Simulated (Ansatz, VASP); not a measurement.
## Two plane-wave programs on ZnSe

The input INCAR:

```
SYSTEM = ZnSe
PREC = Accurate ; ENCUT = 600
EDIFF = 1E-6 ; ISMEAR = 0
SIGMA = 0.02 ; LREAL = .FALSE.
LASPH = .TRUE. ; NELM = 100
ALGO = Normal ; ISIF = 3
LWAVE = .FALSE. ; LCHARG = .FALSE.
GGA = PE ; IBRION = 2
NSW = 100 ; EDIFFG = -0.005
```

File KPOINTS:

```
regular mesh
0
G
  8 8 8
  0 0 0
```

File POSCAR:

```
ZnSe
1.0
    0.0000000000      2.8324425407      2.8324425407
    2.8324425407      0.0000000000      2.8324425407
    2.8324425407      2.8324425407      0.0000000000
Zn Se
1 1
Direct
    0.0000000000      0.0000000000      0.0000000000
    0.7500000000      0.7500000000      0.7500000000
```

Input for Ansatz:

```yaml
crystal:
  lattice:
    - [0.0, 2.8324425407, 2.8324425407]
    - [2.8324425407, 0.0, 2.8324425407]
    - [2.8324425407, 2.8324425407, 0.0]
  atoms:
    - { symbol: Zn, position: [0.0, 0.0, 0.0] }
    - { symbol: Se, position: [0.75, 0.75, 0.75] }
basis:
  ecutwfc: 420
kpoints:
  mp_grid: { grid: [8, 8, 8] }
hamiltonian:
  xc: pbe
scf:
  occupations: { method: gaussian, width: 0.02 }
output:
  forces: true
  stress: true
  eigenvalues: true
  write_density: true
  write_potential: true
  elf: true
  volumetric_format: npy
relax:
  adjacent_minimum: "off"
  f_tol: 0.005
  max_steps: 80
  cell: { stress_tol: 0.05 }
```

Alike in both runs: task relaxation of cell and atoms; functional PBE; k mesh 8 × 8 × 8; occupations gaussian, width 0.02 eV; no spin polarisation.

|  | VASP | Ansatz |
| --- | --- | --- |
| version | VASP 6.6.1 | Ansatz 0.2.0 |
| potentials or method | VASP PAW PBE potentials, release 64 (Zn, Se), cutoff 600 eV | scalar-relativistic, plane waves, PAW |
| valence electrons in the cell | 18 | 28 |

```csv
,VASP,Ansatz,Ansatz less VASP
"gap on the k mesh at the Fermi level, each at its own relaxed structure (eV)",1.14,1.15,+0.017
relaxed volume (Å³/atom),23.65,23.54,-0.109
relaxed cell length with the largest relative difference (Å),4.059,4.053,-0.0062
```

VASP's potentials hold 18 valence electrons a cell and Ansatz's 28, so a difference there can come from the potentials and not from the codes.
